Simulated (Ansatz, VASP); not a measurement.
**Two plane-wave programs on Si3N4**

```
CELL_PARAMETERS angstrom
7.57352 0.00000 0.00000
-3.78676 6.55886 0.00000
0.00000 0.00000 2.89144
ATOMIC_POSITIONS crystal
Si 0.76745 0.17382 0.25000
Si 0.59363 0.76745 0.75000
Si 0.82618 0.59363 0.25000
Si 0.23255 0.82618 0.75000
Si 0.40637 0.23255 0.25000
Si 0.17382 0.40637 0.75000
N 0.02950 0.33013 0.25000
N 0.69938 0.02950 0.75000
N 0.66987 0.69938 0.25000
N 0.97050 0.66987 0.75000
N 0.30062 0.97050 0.25000
N 0.33013 0.30062 0.75000
N 0.66667 0.33333 0.25000
N 0.33333 0.66667 0.75000
```

Alike in both runs: functional LDA; k mesh 6 × 6 × 8; occupations gaussian, width 0.02 eV; no spin polarisation.

Ansatz relaxed the structure, and its values are those at the end. VASP's run is a single point on that final structure, the one shown.

|  | VASP | Ansatz |
| --- | --- | --- |
| version | VASP 6.6.1 | Ansatz 0.2.0 |
| potentials or method | VASP PAW LDA potentials, release 64 (Si, N), cutoff 520 eV | scalar-relativistic, plane waves, PAW |
| valence electrons in the cell | 64 | 64 |

Ansatz gave:

```
gap on the k mesh at the Fermi level (eV) : 4.24
least direct gap on the mesh (eV)         : 4.43
pressure (GPa)                            : 0.0
```

Q: Which values does VASP return?

A: gap on the k mesh at the Fermi level (eV): 4.22; least direct gap on the mesh (eV): 4.41; pressure (GPa): 0.4.

LDA's correlation is that of Perdew and Zunger in VASP and of Perdew and Wang (1992) in Ansatz.
